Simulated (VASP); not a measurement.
# SnSe3 (Fm-3m) in VASP: notebook, part 2 of 2

VASP 6.6.1.

## 3. Relaxation of cell and atoms, PBE

This run uses another cell than the first one, of 22.38 Å³/atom, 0.990 times its volume.

The input, INCAR:

```
SYSTEM = SnSe3
ALGO = Normal
EDIFF = 1E-7
EDIFFG = -0.02
ENCUT = 600
GGA = PE
IBRION = 2
ISIF = 3
ISMEAR = -1
LASPH = .True.
LCHARG = .False.
LREAL = .False.
LWAVE = .False.
NELM = 100
NSW = 80
PREC = Accurate
SIGMA = 0.02
```

The input, KPOINTS:

```
k-points
0
Gamma
  6 6 6
  0 0 0
```

The input, POSCAR:

```
SnSe3
1.0
    0.0000000000      3.5504410342      3.5504410342
    3.5504410342      0.0000000000      3.5504410342
    3.5504410342      3.5504410342      0.0000000000
Sn Se
1 3
Direct
    0.0000000000      0.0000000000      0.0000000000
    0.5000000000      0.5000000000      0.5000000000
    0.2500000000      0.2500000000      0.2500000000
    0.7500000000      0.7500000000      0.7500000000
```

Potentials or basis: VASP PAW PBE potentials, release 64 (Sn_d, Se).

Run with:

```console
> cat potpaw_PBE.64/Sn_d/POTCAR potpaw_PBE.64/Se/POTCAR > POTCAR
> mpirun -np 1 vasp_std > vasp.out
```

OUTCAR:

```text
SYSTEM = SnSe3
   EDIFF = 1E-7
   EDIFFG = -0.02
   ENCUT = 600
   GGA = PE
   IBRION = 2
   ISIF = 3
   ISMEAR = -1
   LASPH = .True.
   LREAL = .False.
   NELM = 100
   NSW = 80
   PREC = Accurate

 ion  position               nearest neighbor table
   1  0.000  0.000  0.000-   4 3.07   4 3.07   4 3.07   3 3.07   4 3.07   3 3.07   3 3.07   3 3.07

   2  0.500  0.500  0.500-
   3  0.250  0.250  0.250-   1 3.07   1 3.07   1 3.07   1 3.07
   4  0.750  0.750  0.750-   1 3.07   1 3.07   1 3.07   1 3.07

  LATTYP: Found a face centered cubic cell.
 ALAT       =     7.1008820684

  Lattice vectors:

 A1 = (   0.0000000000,   3.5504410342,   3.5504410342)
 A2 = (   3.5504410342,   0.0000000000,   3.5504410342)
 A3 = (   3.5504410342,   3.5504410342,   0.0000000000)

Analysis of symmetry for initial positions (statically):
=====================================================================
 Subroutine PRICEL returns:
 Original cell was already a primitive cell.

 Routine SETGRP: Setting up the symmetry group for a
 face centered cubic supercell.

 Subroutine GETGRP returns: Found 48 space group operations
 (whereof 48 operations were pure point group operations)
 out of a pool of 48 trial point group operations.

The static configuration has the point symmetry O_h .

Analysis of symmetry for dynamics (positions and initial velocities):
=====================================================================
 Subroutine PRICEL returns:
 Original cell was already a primitive cell.

 Routine SETGRP: Setting up the symmetry group for a
 face centered cubic supercell.

 Subroutine GETGRP returns: Found 48 space group operations
 (whereof 48 operations were pure point group operations)
 out of a pool of 48 trial point group operations.

The dynamic configuration has the point symmetry O_h .

 Subroutine INISYM returns: Found 48 space group operations
 (whereof 48 operations are pure point group operations),
 and found     1 'primitive' translations

----------------------------------------------------------------------------------------

                                     Primitive cell

  volume of cell :      89.5111

  direct lattice vectors                    reciprocal lattice vectors
     0.000000000  3.550441034  3.550441034    -0.140827575  0.140827575  0.140827575
     3.550441034  0.000000000  3.550441034     0.140827575 -0.140827575  0.140827575
     3.550441034  3.550441034  0.000000000     0.140827575  0.140827575 -0.140827575

  length of vectors
     5.021081863  5.021081863  5.021081863     0.243920515  0.243920515  0.243920515

  position of ions in fractional coordinates (direct lattice)
     0.000000000  0.000000000  0.000000000
     0.500000000  0.500000000  0.500000000
     0.250000000  0.250000000  0.250000000
     0.750000000  0.750000000  0.750000000

  ion indices of the primitive-cell ions
   primitive index   ion index
                 1           1
                 2           2
                 3           3
                 4           4

----------------------------------------------------------------------------------------

 KPOINTS: k-points

Automatic generation of k-mesh.
 Grid dimensions read from file:
 generate k-points for:    6    6    6

 Generating k-lattice:

  Cartesian coordinates                     Fractional coordinates (reciprocal lattice)
    -0.023471262  0.023471262  0.023471262     0.166666667  0.000000000  0.000000000
     0.023471262 -0.023471262  0.023471262     0.000000000  0.166666667  0.000000000
     0.023471262  0.023471262 -0.023471262     0.000000000  0.000000000  0.166666667

  Length of vectors
     0.040653419  0.040653419  0.040653419

  Shift w.r.t. Gamma in fractional coordinates (k-lattice)
     0.000000000  0.000000000  0.000000000

 Subroutine IBZKPT returns following result:
 ===========================================

 Found     16 irreducible k-points:

 Following reciprocal coordinates:
            Coordinates               Weight
  0.000000  0.000000  0.000000      1.000000
  0.166667  0.000000  0.000000      8.000000
  0.333333  0.000000  0.000000      8.000000
  0.500000  0.000000  0.000000      4.000000
  0.166667  0.166667  0.000000      6.000000
  0.333333  0.166667  0.000000     24.000000
[... 8 lines left out ...]
 -0.333333  0.333333  0.166667     24.000000
 -0.333333  0.500000  0.166667     12.000000
   k-points           NKPTS =     16   k-points in BZ     NKDIM =     16   number of bands    NBANDS=     20
   number of dos      NEDOS =    301   number of ions     NIONS =      4
   total plane-waves  NPLWV =  64000
   dimension x,y,z NGX =    40 NGY =   40 NGZ =   40
   dimension x,y,z NGXF=    80 NGYF=   80 NGZF=   80
   ions per type =               1   3
   NGX,Y,Z   is equivalent  to a cutoff of  13.24, 13.24, 13.24 a.u.
   NGXF,Y,Z  is equivalent  to a cutoff of  26.49, 26.49, 26.49 a.u.
 SYSTEM =  SnSe3
   PREC   = accura    normal or accurate (medium, high low for compatibility)
   ISTART =      0    job   : 0-new  1-cont  2-samecut
   ICHARG =      2    charge: 1-file 2-atom 10-const
   ISPIN  =      1    spin polarized calculation?
   LNONCOLLINEAR =      F non collinear calculations
   LSORBIT =      F    spin-orbit coupling
   LASPH  =      T    aspherical Exc in radial PAW
   ENCUT  =  600.0 eV  44.10 Ry    6.64 a.u.  10.03 10.03 10.03*2*pi/ulx,y,z
   NELM   =    100;   NELMIN=  2; NELMDL= -5     # of ELM steps
   EDIFF  = 0.1E-06   stopping-criterion for ELM
   LREAL  =      F    real-space projection
   EDIFFG = -.2E-01   stopping-criterion for IOM
   NSW    =     80    number of steps for IOM
   IBRION =      2    ionic relax: 0-MD 1-quasi-New 2-CG
   NFREE  =      1    steps in history (QN), initial steepest desc. (CG)
   ISIF   =      3    stress and relaxation
   ISYM   =      2    0-nonsym 1-usesym 2-fastsym
   POTIM  = 0.5000    time-step for ionic-motion
   TEBEG  =    0.0;   TEEND  =   0.0 temperature during run
   PSTRESS=    0.0 pullay stress
   NELECT =      32.0000    total number of electrons
   NUPDOWN=      -1.0000    fix difference up-down
   EMIN   =  10.00;   EMAX   =-10.00  energy-range for DOS
   EFERMI =   0.00;   METHOD = LEGACY
   ISMEAR =    -1;   SIGMA  =   0.02  broadening in eV -4-tet -1-fermi 0-gaus
   EFERMI_NEDOS =   21; number of points for ismear=-14 and -15
   IALGO  =     38    algorithm
   IMIX   =      4    mixing-type and parameters
     AMIX     =   0.40;   BMIX     =  1.00
     AMIX_MAG =   1.60;   BMIX_MAG =  1.00
  volume/ion in A,a.u.               =      22.38       151.01
  Fermi-wavevector in a.u.,A,eV,Ry     =   1.161892  2.195658 18.367778  1.349994
  Thomas-Fermi vector in A             =   2.298459
   LORBIT       =      0    0 simple, 1 ext, 2 COOP (PROOUT), +10 PAW based schemes
   GGA     = PE    functional components
   LHFCALC =     F    Hartree Fock is set to
   AEXX    =    0.0000 exact exchange contribution
   IVDW    =     0    specifies the selected vdW correction
   LEPSILON=     F    determine dielectric tensor
   LRPA    =     F    only Hartree local field effects (RPA)
 conjugate gradient relaxation of ions
 non-spin polarized calculation
  energy-cutoff  :      600.00
  volume of cell :       89.51
 maximum number of plane-waves:      3003
   NGX = 21   NGY = 21   NGZ = 21

 number of electron      32.0000001 magnetization

 Free energy of the ion-electron system (eV)
  ---------------------------------------------------
  ext. energy  EPLUGINS =         0.00000000
  ---------------------------------------------------
  free energy    TOTEN  =       -13.36689183 eV

  energy without entropy =      -13.35950406  energy(sigma->0) =      -13.36319794

 E-fermi :   6.0676     XC(G=0): -10.4244

 val. band max:        6.0498870759   @ k =   0.3333   0.0000   0.0000
 cond. band min:       6.0792471164   @ k =   0.5000   0.1667   0.0000
 fundamental gap:      0.0293600404
 Fermi energy:         6.0676283759

 k-point     1 :       0.0000    0.0000    0.0000
  band No.  band energies     occupation
      1     -15.5280      2.00000
      2     -15.5280      2.00000
      3     -15.5280      2.00000
      4     -15.5209      2.00000
      5     -15.5209      2.00000
      6      -9.0905      2.00000
[... 357 lines left out ...]
     19       9.1845      0.00000
     20       9.7158      0.00000

------------------------ aborting loop because EDIFF is reached ----------------------------------------

  FORCE on cell =-STRESS in cart. coord.  units (eV):
  Direction    XX          YY          ZZ          XY          YZ          ZX
  --------------------------------------------------------------------------------------
  -------------------------------------------------------------------------------------
  Total       -0.0089775     -0.0089775     -0.0089775      0.0000000     -0.0000000      0.0000000
  in kB       -0.1606902     -0.1606902     -0.1606902      0.0000000     -0.0000000      0.0000000
  external PRESSURE =      -0.1606902 kB  Pullay stress =       0.0000000 kB

 VOLUME and BASIS-vectors are now :
 -----------------------------------------------------------------------------
  energy-cutoff  :      600.00
  volume of cell :       89.51
      direct lattice vectors                 reciprocal lattice vectors
     0.000000000  3.550441034  3.550441034    -0.140827575  0.140827575  0.140827575
     3.550441034  0.000000000  3.550441034     0.140827575 -0.140827575  0.140827575
     3.550441034  3.550441034  0.000000000     0.140827575  0.140827575 -0.140827575

 POSITION                                       TOTAL-FORCE (eV/Angst)
 -----------------------------------------------------------------------------------
      0.00000      0.00000      0.00000         0.000000     -0.000000     -0.000000
      3.55044      3.55044      3.55044         0.000000     -0.000000     -0.000000
      1.77522      1.77522      1.77522        -0.000000     -0.000000     -0.000000
      5.32566      5.32566      5.32566         0.000000      0.000000      0.000000
 -----------------------------------------------------------------------------------
    total drift:                               -0.000000      0.000000      0.000000

  FREE ENERGIE OF THE ION-ELECTRON SYSTEM (eV)
  ---------------------------------------------------
  free  energy   TOTEN  =       -13.3668918310 eV

  energy  without entropy=      -13.3595040567  energy(sigma->0) =      -13.36319794

 reached required accuracy - stopping structural energy minimisation
```

Wall time 40 s (1 thread of Intel Xeon Platinum 8259CL at 2.50GHz (Skylake/Cascade Lake), shared host); peak memory 0.25 GiB.

What came out:

| Item | Value |
| --- | --- |
| Free energy | -13.3669 eV |
| Pressure after relaxing | 0.0 GPa |
| Band gap on the k mesh | zero (band 16 reaches 6.31 eV, above the bottom of band 17 at 4.23 eV) |

Final structure:
```
Sn Se
1.0
     0.00000    3.55044    3.55044
     3.55044    0.00000    3.55044
     3.55044    3.55044    0.00000
Sn Se
1 3
Direct
  0.00000 0.00000 0.00000
  0.50000 0.50000 0.50000
  0.25000 0.25000 0.25000
  0.75000 0.75000 0.75000
```

Levels at points of the mesh, in eV from the Fermi level:
```
           k point  band 14  band 15  band 16  band 17  band 18  band 19
(0.00, 0.00, 0.00)    -3.40    -3.40    -1.84    -1.84    -1.84     4.21
(0.50, 0.00, 0.00)    -2.36    -1.74     0.24     0.24     1.09     2.62
(0.50, 0.50, 0.00)    -0.79    -0.68    -0.25     0.14     0.14     3.01
```

Caveat: the relaxation stopped at its first step, so nothing moved; spin-orbit coupling is left out, which moves the levels of the heavy elements.
